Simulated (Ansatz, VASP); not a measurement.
# Te: VASP beside Ansatz

```xyz
2
Lattice="5.5331 0.0000 0.0000 -2.7666 4.7918 0.0000 0.0000 0.0000 3.0630" Properties=species:S:1:pos:R:3 pbc="T T T"
Te    0.0000    3.1945    0.0000
Te    2.7666    1.5973    0.0000
```

Alike in both runs: functional PBE; k mesh 12 × 12 × 10; occupations gaussian, width 0.1 eV; no spin polarisation.

Ansatz relaxed the structure, and its values are those at the end. VASP's run is a single point on that final structure, the one shown.

|  | VASP | Ansatz |
| --- | --- | --- |
| version | VASP 6.6.1 | Ansatz 0.2.0 |
| potentials or method | VASP PAW PBE potentials, release 64 (Te), cutoff 500 eV | scalar-relativistic, plane waves, PAW |
| valence electrons in the cell | 12 | 32 |

|  | VASP | Ansatz | Ansatz less VASP |
| --- | --- | --- | --- |
| gap on the k mesh at the Fermi level (eV) | none | none | - |
| pressure (GPa) | 0.0 | 0.0 | +0.03 |

A gap of «none» marks a metal or a gap that the smearing closes. With one functional, cell and mesh, what is left measures potentials, basis and numerics. VASP's potentials hold 12 valence electrons a cell and Ansatz's 32, so a difference there can come from the potentials and not from the codes.

Spin-orbit coupling is off throughout.
